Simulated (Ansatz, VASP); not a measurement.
**SiGe3Ru2 in VASP and in Ansatz**

Contents of INCAR:

```
SYSTEM = SiGe3Ru2
PREC = Accurate
ENCUT = 600
EDIFF = 1E-6
ISMEAR = 0
SIGMA = 0.1
LREAL = .FALSE.
LASPH = .TRUE.
NELM = 60
ALGO = Normal
ISIF = 3
LWAVE = .FALSE.
LCHARG = .FALSE.
GGA = PE
IBRION = 2
NSW = 90
EDIFFG = -0.04
```

The input KPOINTS:

```
regular mesh
0
G
  3 3 4
  0 0 0
```

File POSCAR:

```
SiGe3Ru2
1.0
    6.0154213342      0.0000000000      0.0000000000
   -3.0077106671      5.2095076899      0.0000000000
    0.0000000000      0.0000000000      7.0601137944
Si Ge Ru
2 6 4
Direct
    0.0000000000      0.0000000000      0.2500000000
    0.0000000000      0.0000000000      0.7500000000
    0.4802219296      0.5197780704      0.2500000000
    0.4802219296      0.9604438593      0.2500000000
    0.0395561407      0.5197780704      0.2500000000
    0.5197780704      0.4802219296      0.7500000000
    0.5197780704      0.0395561407      0.7500000000
    0.9604438593      0.4802219296      0.7500000000
    0.3333333333      0.6666666667      0.5403314288
    0.3333333333      0.6666666667      0.9596685712
    0.6666666667      0.3333333333      0.4596685712
    0.6666666667      0.3333333333      0.0403314288
```

Input for Ansatz:

```yaml
crystal:
  lattice:
    - [6.0154213342, 0.0, 0.0]
    - [-3.0077106671, 5.2095076899, 0.0]
    - [0.0, 0.0, 7.0601137944]
  atoms:
    - { symbol: Si, position: [0.0, 0.0, 0.25] }
    - { symbol: Si, position: [0.0, 0.0, 0.75] }
    - { symbol: Ge, position: [0.4802219296, 0.5197780704, 0.25] }
    - { symbol: Ge, position: [0.4802219296, 0.9604438593, 0.25] }
    - { symbol: Ge, position: [0.0395561407, 0.5197780704, 0.25] }
    - { symbol: Ge, position: [0.5197780704, 0.4802219296, 0.75] }
    - { symbol: Ge, position: [0.5197780704, 0.0395561407, 0.75] }
    - { symbol: Ge, position: [0.9604438593, 0.4802219296, 0.75] }
    - { symbol: Ru, position: [0.3333333333, 0.6666666667, 0.5403314288] }
    - { symbol: Ru, position: [0.3333333333, 0.6666666667, 0.9596685712] }
    - { symbol: Ru, position: [0.6666666667, 0.3333333333, 0.4596685712] }
    - { symbol: Ru, position: [0.6666666667, 0.3333333333, 0.0403314288] }
basis:
  ecutwfc: 420
kpoints:
  mp_grid: { grid: [3, 3, 4] }
hamiltonian:
  xc: pbe
scf:
  occupations: { method: gaussian, width: 0.1 }
  lower_state_search: "off"
output:
  forces: true
  stress: true
  eigenvalues: true
relax:
  adjacent_minimum: "off"
  f_tol: 0.04
  max_steps: 70
  cell: { stress_tol: 0.4 }
```

Alike in both runs: task relaxation of cell and atoms; functional PBE; k mesh 3 × 3 × 4; occupations gaussian, width 0.1 eV; no spin polarisation.

|  | VASP | Ansatz |
| --- | --- | --- |
| version | VASP 6.6.1 | Ansatz 0.2.0 |
| potentials or method | VASP PAW PBE potentials, release 64 (Si, Ge_d, Ru_pv), cutoff 600 eV | scalar-relativistic, plane waves, PAW |
| valence electrons in the cell | 148 | 156 |

VASP gave:

```
gap on the k mesh at the Fermi level, each at its own relaxed structure (eV) : none
relaxed volume (Å³/atom)                                                     : 18.46
relaxed cell length with the largest relative difference (Å)                 : 7.050
```

Q: What did Ansatz give for the same quantities?

A: gap on the k mesh at the Fermi level, each at its own relaxed structure (eV): none; relaxed volume (Å³/atom): 18.44; relaxed cell length with the largest relative difference (Å): 7.038.

A gap of «none» marks a metal or a gap that the smearing closes. VASP's potentials hold 148 valence electrons a cell and Ansatz's 156, so a difference there can come from the potentials and not from the codes.

The k mesh is coarse, so the values compare programs but aren't converged.
